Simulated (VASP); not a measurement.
The system is Pt.

```
Pt
1.0
     0.00000    2.69500    2.69500
     2.69500    0.00000    2.69500
     2.69500    2.69500    0.00000
Pt
2
Direct
  0.00000 0.00000 0.00000
  0.25000 0.25000 0.25000
```

| Item | Value |
| --- | --- |
| Program | VASP 6.6.1 |
| Task | relaxation of cell and atoms |
| Functional | PBE |
| Potentials or basis | VASP PAW PBE potentials, release 64 (Pt) |
| Cutoff | 600 eV |
| k mesh | 13 × 13 × 13 |
| Occupations | methfessel-paxton, width 0.05 eV |
| Spin | no spin polarisation |

At the start: pressure 39.9 GPa; volume 19.57 Å³/atom.

Question: How do energy, volume and symmetry change on relaxing?

Answer: Over 5 steps the energy falls by 442.3 meV/atom and the volume is 23.94 Å³/atom (+22.3 %); space group Fd-3m (No. 227, to 0.05 Å).

The path:
```csv
step,energy change (eV),largest force (eV/Å),pressure (GPa),volume (Å³)
1,0.0000,0.0000,39.85,39.15
2,1.0588,0.0000,-14.90,73.72
3,-0.8668,0.0000,-3.44,49.49
4,-0.8828,0.0000,-1.18,48.40
5,-0.8847,0.0000,0.04,47.88
```

Final structure:
```
Pt
1.0
     0.00000    2.88206    2.88206
     2.88206    0.00000    2.88206
     2.88206    2.88206    0.00000
Pt
2
Cartesian
  0.0000 0.0000 0.0000
  1.4410 1.4410 1.4410
```

Caveat: the volume moved by over 15 % at a fixed basis, so the end points are rough.
